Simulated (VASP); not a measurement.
A run of VASP 6.6.1 is set up as follows.

File INCAR:

```
ALGO     = Normal         # electronic algorithm
EDIFF    = 1E-6           # SCF threshold, eV
ENCUT    = 600            # plane-wave cutoff, eV
GGA      = PS             # functional
GGA_COMPAT= F            
ISIF     = 2              # what is computed and relaxed
ISMEAR   = 0              # smearing method
LASPH    = T              # aspherical terms in the spheres
LCHARG   = F              # write CHGCAR
LREAL    = F              # projectors in reciprocal space
LWAVE    = F              # write WAVECAR
NBANDS   = 21             # bands
NELM     = 120            # most SCF steps
PREC     = Accurate       # precision mode
SIGMA    = 0.15           # smearing width, eV
```

The input KPOINTS:

```
k-points
0
Gamma
  18 18 18
```

POSCAR

```
AlNi
1.0
   -2.8621655520      0.0000000000     -2.8621655520
    0.0000000000     -2.8621655520     -2.8621655520
   -2.8621655520     -2.8621655520      0.0000000000
Al Ni
2 2
Direct
    0.5000000000      0.5000000000      0.4907355099
    0.0000000000      0.0000000000      0.0092644901
    0.2500000000      0.2500000000      0.2500000000
    0.7500000000      0.7500000000      0.7500000000
```

Potentials or basis: VASP PAW PBE potentials, release 64 (Al, Ni).

Command:

```console
$ cat potpaw_PBE.64/Al/POTCAR potpaw_PBE.64/Ni/POTCAR > POTCAR
$ mpirun -np 1 vasp_std > vasp.out
```

Predict the largest force.

0.441 eV/Å.

Estimate the band gap on the k mesh.

zero (bands 13 and 14 overlap by 2.92 eV).

Estimate the pressure.

0.3 GPa.

Forces in eV/Å, atoms in the order of the input:
```
Al  -0.312 -0.312  0.000
Al   0.312  0.312  0.000
Ni   0.000  0.000  0.000
Ni   0.000  0.000  0.000
```

Caveat: the cell differs from its parent crystal (atoms displaced along a vibrational mode); the PAW data sets were made with another functional, which shifts forces and pressure a little. Spin polarisation is off, so any magnetic state and its effect on volume and gap are missing.
